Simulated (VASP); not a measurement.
**ZnS: single point with r2SCAN**

The system is ZnS.

```
Zn S
1.0
     0.00000    2.69409    2.69409
     2.55938    0.00000    2.69409
     2.55938    2.69409    0.00000
Zn S
1 1
Cartesian
  0.0000 0.0000 0.0000
  1.2797 1.3470 1.3470
```

This cell differs from its parent crystal: uniaxial x strain -5.0%.

```
Program             : VASP 6.6.1
Task                : single point
Functional          : r2SCAN
Potentials or basis : VASP PAW PBE potentials, release 64 (Zn, S)
Cutoff              : 520 eV
k mesh              : 8 × 8 × 8
Occupations         : gaussian, width 0.01 eV
Spin                : no spin polarisation
```

| Property | Result |
| --- | --- |
| Pressure | 4.5 GPa |
| Band gap on the k mesh | 2.84 eV |

Stress tensor (GPa, compression positive):
```
5.77 0.00 0.00
0.00 3.88 0.00
0.00 0.00 3.88
```

Levels at points of the mesh, in eV from the valence-band top:
| k point | band 6 | band 7 | band 8 | band 9 | band 10 | band 11 | band 12 | band 13 |
| --- | --- | --- | --- | --- | --- | --- | --- | --- |
| (0.00, 0.00, 0.00) | -6.24 | -0.17 | -0.17 | 0.00 | 2.84 | 6.75 | 6.75 | 6.76 |
| (0.50, 0.00, 0.00) | -6.05 | -5.89 | -1.24 | -0.94 | 3.78 | 7.00 | 7.54 | 9.56 |
| (0.50, 0.50, 0.00) | -6.04 | -5.07 | -2.58 | -2.45 | 3.59 | 4.54 | 11.89 | 12.86 |
| (0.00, 0.50, 0.50) | -5.95 | -4.76 | -2.81 | -2.81 | 3.29 | 3.99 | 12.55 | 13.05 |

It took 2.9 min on 1 thread of AMD EPYC 9R14 (Zen 4), on a shared host, peak memory 0.15 GiB.

Caveat: the cell differs from its parent crystal (uniaxial x strain -5.0%); the cell stands under pressure; the PAW data sets were made with another functional, which shifts forces and pressure a little. A k mesh can miss the band edges.
